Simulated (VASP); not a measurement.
Runs of VASP 6.6.1 on ZrO2. The structure is that of space group P4_2/nmc (No. 137), or close to it. The cells are those of the table. 

```csv
cell,gap on the mesh (eV),pressure (GPa),largest force (eV/Å)
"a = 3.523, b = 3.523, c = 5.071 Å, 6 atoms",4.07,(c),0.27
"a = 3.596, b = 3.596, c = 5.177 Å, 6 atoms",3.90,-7.0,0.05
"a = 3.667, b = 3.667, c = 5.279 Å, 6 atoms",(b),-19.0,0.31
"a = 3.620, b = 3.620, c = 5.211 Å, 6 atoms",(a),-11.4,0.14
"a = 3.547, b = 3.547, c = 5.107 Å, 6 atoms",4.02,3.4,0.16
"a = 3.643, b = 3.643, c = 5.245 Å, 6 atoms",3.79,-15.4,0.23
"a = 3.572, b = 3.572, c = 5.142 Å, 6 atoms",3.96,(d),0.05
```

Alike in all rows: task single point; level LDA; potentials or basis VASP PAW LDA potentials, release 64 (Zr_sv, O); no spin polarisation; k mesh 6 × 6 × 4; cutoff (eV) 600; smearing gaussian 0.01 eV.

**Question.** Fill in the values left out.

**Answer.** (a) 3.85; (b) 3.72; (c) 9.5; (d) -2.1.

Caveats: the cell stands under tension (at least some runs); the cell stands under pressure (at least some runs).

A k mesh can miss the band edges, and the runs leave out spin-orbit coupling on Zr.
